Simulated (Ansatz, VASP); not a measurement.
## Se: VASP beside Ansatz

```
CELL_PARAMETERS angstrom
3.64658 0.00000 0.00000
-1.82329 3.15803 0.00000
0.00000 0.00000 3.77429
ATOMIC_POSITIONS crystal
Se 0.33333 0.66667 0.25000
Se 0.66667 0.33333 0.75000
```

Change from the starting cell: volume scaled by 0.97.

Alike in both runs: task single point; functional PBE; k mesh 19 × 19 × 10; occupations fermi-dirac, width 0.03 eV; no spin polarisation.

|  | VASP | Ansatz |
| --- | --- | --- |
| version | VASP 6.6.1 | Ansatz 0.2.0 |
| potentials or method | VASP PAW PBE potentials, release 64 (Se), cutoff 520 eV | all-electron LAPW, scalar-relativistic |

Ansatz gave:

```
pressure (GPa)                                                : 2.2
traceless stress, the component that is largest in VASP (GPa) : 0.80
```

What did VASP give for the same quantities?

Pressure (GPa): 2.2; traceless stress, the component that is largest in VASP (GPa): 0.81.

Ansatz ran all-electron here, and VASP with PAW potentials.
